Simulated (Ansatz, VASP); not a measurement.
WSe2: VASP beside Ansatz

The input POSCAR:

```
WSe2
1.0
    3.2006774228      0.0000000000      0.0000000000
   -1.6003387114      2.7718679575      0.0000000000
    0.0000000000      0.0000000000     13.3459314214
W Se
2 4
Direct
    0.3333333333      0.6666666667      0.2500000000
    0.6666666667      0.3333333333      0.7500000000
    0.6666666667      0.3333333333      0.3775573916
    0.6666666667      0.3333333333      0.1224426084
    0.3333333333      0.6666666667      0.8775573916
    0.3333333333      0.6666666667      0.6224426084
```

INCAR.step1

```
SYSTEM = WSe2
  ALGO = Normal
  EDIFF = 1E-4
  ENCUT = 520
  GGA = PE
  ISMEAR = 0
  LASPH = .True.
  LCHARG = .False.
  LREAL = .False.
  LWAVE = .True.
  NBANDS = 35
  NELM = 80
  PREC = Accurate
  SIGMA = 0.01
```

The input INCAR.step2:

```
SYSTEM = WSe2
  ALGO = Normal
  EDIFF = 1E-6
  ENCUT = 520
  ISIF = 2
  ISMEAR = 0
  ISTART = 1
  LASPH = .True.
  LCHARG = .False.
  LMIXTAU = .True.
  LREAL = .False.
  LWAVE = .False.
  METAGGA = R2SCAN
  NBANDS = 35
  NELM = 80
  PREC = Accurate
  SIGMA = 0.01
```

File KPOINTS:

```
k-points
0
Gamma
  12 12 2
  0 0 0
```

Input for Ansatz:

```yaml
crystal:
  lattice:
    - [3.2006774228, 0.0, 0.0]
    - [-1.6003387114, 2.7718679575, 0.0]
    - [0.0, 0.0, 13.3459314214]
  atoms:
    - { symbol: W, position: [0.3333333333, 0.6666666667, 0.25] }
    - { symbol: W, position: [0.6666666667, 0.3333333333, 0.75] }
    - { symbol: Se, position: [0.6666666667, 0.3333333333, 0.3775573916] }
    - { symbol: Se, position: [0.6666666667, 0.3333333333, 0.1224426084] }
    - { symbol: Se, position: [0.3333333333, 0.6666666667, 0.8775573916] }
    - { symbol: Se, position: [0.3333333333, 0.6666666667, 0.6224426084] }
kpoints:
  mp_grid: { grid: [12, 12, 2] }
  band_path:
    path:
      - [0.0, 0.0, 0.0]
      - [0.5, 0.0, 0.0]
      - [0.3333333333, 0.3333333333, 0.0]
      - [0.0, 0.0, 0.5]
      - [0.5, 0.0, 0.5]
      - [0.3333333333, 0.3333333333, 0.5]
      - [0.182292, 0.179687, 0.0]
    npoints: 1
hamiltonian:
  xc: r2scan
scf:
  occupations: { method: fixed }
  n_extra_bands: 5
output:
  forces: true
  stress: true
  eigenvalues: true
```

Change from the starting cell: epitaxial_xy strain -3.0%.

Alike in both runs: task single point; functional r2SCAN; k mesh 12 × 12 × 2; no spin polarisation.

```csv
,VASP,Ansatz
version,VASP 6.6.1,Ansatz 0.2.0
potentials or method,"VASP PAW PBE potentials, release 64 (W_sv, Se)","plane waves, PAW"
plane-wave cutoff (eV),520,500
occupations,"gaussian, width 0.01 eV",fixed
valence electrons in the cell,52,92
```

VASP gave:

| Quantity | Value |
| --- | --- |
| gap on the k mesh at the Fermi level (eV) | 1.21 |
| pressure (GPa) | 7.2 |
| traceless stress, the component that is largest in VASP (GPa) | -5.45 |
| rms of the force components (eV/Å) | 0.008 |

Task: What did Ansatz give for the same quantities?

Result: gap on the k mesh at the Fermi level (eV): 1.22; pressure (GPa): 6.8; traceless stress, the component that is largest in VASP (GPa): -5.50; rms of the force components (eV/Å): 0.016.

VASP's potentials were made for PBE, not for r2SCAN. Atom by atom the forces differ by 0.024 eV/Å (rms over components). VASP's potentials hold 52 valence electrons a cell and Ansatz's 92, so a difference there can come from the potentials and not from the codes.

Neither program's run includes spin-orbit coupling.
